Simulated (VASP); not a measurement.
A run of VASP 6.6.1 is set up as follows.

The input INCAR:

```
PREC = Accurate
ENCUT = 600
EDIFF = 1E-7
ISMEAR = 0
SIGMA = 0.01
LREAL = False
LASPH = True
NELM = 120
ALGO = Normal
ISIF = 3
LWAVE = False
LCHARG = False
GGA = PE
IBRION = 2
NSW = 80
EDIFFG = -0.001
PSTRESS = 10.0
GGA_COMPAT = False
NELMIN = 4
```

The input KPOINTS:

```
Automatic mesh
0
Gamma
  12 12 12
```

POSCAR

```
BN
1.0
    0.0000000000      1.8123386229      1.8123386229
    1.8123386229      0.0000000000      1.8123386229
    1.8123386229      1.8123386229      0.0000000000
B N
1 1
Direct
    0.0000000000      0.0000000000      0.0000000000
    0.7500000000      0.7500000000      0.7500000000
```

Potentials or basis: VASP PAW PBE potentials, release 64 (B, N).

The run is started by

```bash
$ cat potpaw_PBE.64/B/POTCAR potpaw_PBE.64/N/POTCAR > POTCAR
$ mpirun -np 1 vasp_std > vasp.out
```

Q: Estimate the space group after relaxing (to 0.05 Å).

A: F-43m (No. 216).

Q: Predict the band gap on the k mesh.

A: 4.45 eV, indirect (least direct gap 8.79 eV).

Final structure:
```
CELL_PARAMETERS angstrom
0.00000 1.81065 1.81065
1.81065 0.00000 1.81065
1.81065 1.81065 0.00000
ATOMIC_POSITIONS crystal
B 0.00000 0.00000 0.00000
N 0.75000 0.75000 0.75000
```

Caveat: the cell is relaxed towards a set pressure, so the enthalpy falls and the energy may rise. A k mesh can miss the band edges.
